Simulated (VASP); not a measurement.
BeTe:

```
Be Te
1.0
     3.05783    0.00000    0.00000
     0.00000    3.05783    0.00000
     0.00000    0.00000    4.49372
Be Te
1 1
Direct
  0.00000 0.00000 0.46938
  0.50000 0.50000 0.29339
```

```yaml
Program: VASP 6.6.1
Task: relaxation of cell and atoms
Functional: PBE
Potentials_or_basis: VASP PAW PBE potentials, release 64 (Be, Te)
Cutoff: 600 eV
k_mesh: 6 × 6 × 4
Occupations: gaussian, width 0.1 eV
Spin: no spin polarisation
```

At the start: pressure 27.1 GPa; volume 21.01 Å³/atom.

Q: How do energy, volume and symmetry change on relaxing?

A: Over 18 steps the energy falls by 794.1 meV/atom and the volume is 20.99 Å³/atom (-0.1 %); space group P4mm (No. 99, to 0.05 Å).

The path:
```tsv
step	energy change (eV)	largest force (eV/Å)	pressure (GPa)	volume (Å³)
1	0.0000	0.8050	27.11	42.02
2	-0.7993	1.2586	-6.99	66.48
3	-1.2540	0.9249	-0.81	54.75
4	-1.2544	0.9120	-0.54	54.47
5	-1.3303	0.7446	-0.51	54.27
6	-1.4424	0.4602	-0.74	53.60
7	-1.4308	0.0673	-3.57	51.69
8	-1.4897	0.0315	-0.37	47.43
9	-1.4898	0.0355	-0.16	47.22
10	-1.4898	0.0371	-0.07	47.13
11	-1.4910	0.0386	-0.02	46.90
12	-1.4966	0.0437	0.05	46.21
13	-1.5119	0.0439	0.11	44.81
14	-1.5876	0.0357	0.18	41.96
15	-1.5852	0.0341	0.48	41.35
16	-1.5879	0.0350	0.23	41.81
17	-1.5838	0.0303	-0.82	42.67
18	-1.5881	0.0343	0.00	41.99
```

Final structure:
```cif
data_structure
_symmetry_space_group_name_H-M 'P 1'
_symmetry_Int_Tables_number 1
_cell_length_a 3.6445
_cell_length_b 3.6445
_cell_length_c 3.1611
_cell_angle_alpha 90.000
_cell_angle_beta 90.000
_cell_angle_gamma 90.000
_cell_volume 41.99
loop_
_atom_site_label
_atom_site_type_symbol
_atom_site_fract_x
_atom_site_fract_y
_atom_site_fract_z
_atom_site_occupancy
Be1 Be 0.00000 0.00000 0.37149 1
Te1 Te 0.50000 0.50000 0.39128 1
```

Caveat: this functional lacks dispersion, which binds the layers, so the pressure and a relaxed spacing across them are unreliable.
